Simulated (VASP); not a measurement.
Set up this calculation in VASP 6.6.1, as the native input.

| Item | Value |
| --- | --- |
| Task | single point |
| Functional | PBE |
| Potentials or basis | VASP PAW PBE potentials, release 64 (F, Li_sv, Br) |
| Cutoff | 520 eV |
| k mesh | 4 × 4 × 4 |
| Occupations | gaussian, width 0.01 eV |
| Spin | no spin polarisation |
| Dipole correction | no |
| Further INCAR settings | ALGO = Normal; EDIFF = 1e-07; NBANDS = 18 |

The structure of Li2BrF lies in POSCAR:

```
Li2BrF
1.0
    3.4298623325      0.0000000000      0.0000000000
    0.0000000000      3.4298623325      0.0000000000
    0.0000000000      0.0000000000      4.6568351923
F Li Br
1 2 1
Direct
    0.0000000000      0.0000000000      0.0000000000
    0.0000000000      0.0000000000      0.5000000000
    0.5000000000      0.5000000000      0.0000000000
    0.5000000000      0.5000000000      0.5000000000
```

This cell differs from its parent crystal: volume changed by -10%.

These files were run (other wordings do the same):

INCAR

```
SYSTEM = Li2BrF
PREC = Accurate ; ENCUT = 520
EDIFF = 1E-7 ; ISMEAR = 0
SIGMA = 0.01 ; LREAL = .False.
LASPH = .True. ; NELM = 80
ALGO = Normal ; ISIF = 2
LWAVE = .False. ; LCHARG = .False.
GGA = PE ; NBANDS = 18
```

KPOINTS

```
Automatic mesh
0
Gamma
  4 4 4
  0 0 0
```

Potentials or basis: VASP PAW PBE potentials, release 64 (F, Li_sv, Br).

Run with:

```sh
$ cat potpaw_PBE.64/F/POTCAR potpaw_PBE.64/Li_sv/POTCAR potpaw_PBE.64/Br/POTCAR > POTCAR
$ mpirun -np 1 vasp_std > vasp.out
```

Results of the run:

| Property | Result |
| --- | --- |
| Band gap on the k mesh | 5.34 eV, direct |

Caveat: the k points lie up to 0.46 Å⁻¹ apart.

It took 36 s on 1 thread of Intel Xeon 6975P-C (shared host), peak memory 0.17 GiB.
